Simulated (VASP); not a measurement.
Set up this calculation in VASP 6.6.1, as the native input.

```yaml
Task: single point
Functional: PBE
Potentials_or_basis: VASP PAW PBE potentials, release 64 (Ni_sv_GW, O)
Cutoff: 700 eV
k_mesh: 16 × 16 × 10
Occupations: gaussian, width 0.1 eV
Spin: no spin polarisation
Dipole_correction: no
Further_INCAR_settings: ALGO = Normal; EDIFF = 1e-06; NBANDS = 32
```

The structure of NiO lies in POSCAR:

```
NiO
1.0
    2.8302264113      0.0000000000      0.0000000000
    0.0000000000      2.8302264113      0.0000000000
    0.0000000000      0.0000000000      5.0097353332
Ni O
2 2
Direct
    0.0000000000      0.5000000000      0.5000000000
    0.5000000000      0.0000000000      0.0000000000
    0.0000000000      0.0000000000      0.2500000000
    0.0000000000      0.0000000000      0.7500000000
```

One way to write it, as run:

INCAR

```
SYSTEM = NiO
PREC = Accurate ; ENCUT = 700
EDIFF = 1E-6 ; ISMEAR = 0
SIGMA = 0.1 ; LREAL = .False.
LASPH = .True. ; NELM = 120
ALGO = Normal ; ISIF = 2
LWAVE = .False. ; LCHARG = .False.
GGA = PE ; NBANDS = 32
GGA_COMPAT = .False.
```

KPOINTS

```
Automatic mesh
0
Gamma
  16 16 10
  0 0 0
```

Potentials or basis: VASP PAW PBE potentials, release 64 (Ni_sv_GW, O).

The run is started by

```bash
$ cat potpaw_PBE.64/Ni_sv_GW/POTCAR potpaw_PBE.64/O/POTCAR > POTCAR
$ mpirun -np 1 vasp_std > vasp.out
```

Results of the run:

```json
{
 "Pressure": "-0.7 GPa",
 "Band gap on the k mesh": "zero (bands 24 and 25 overlap by 0.32 eV)"
}
```

Caveat: the run has no spin polarisation, though such a crystal can be magnetic; semilocal functionals often make such compounds metallic where correlation or magnetic order opens a gap, which also shifts bond lengths.

Wall time 9.2 min on 1 thread of Intel(R) Xeon(R) Platinum 8259CL CPU @ 2.50GHz (Skylake/Cascade Lake), on a shared host, peak memory 0.59 GiB.
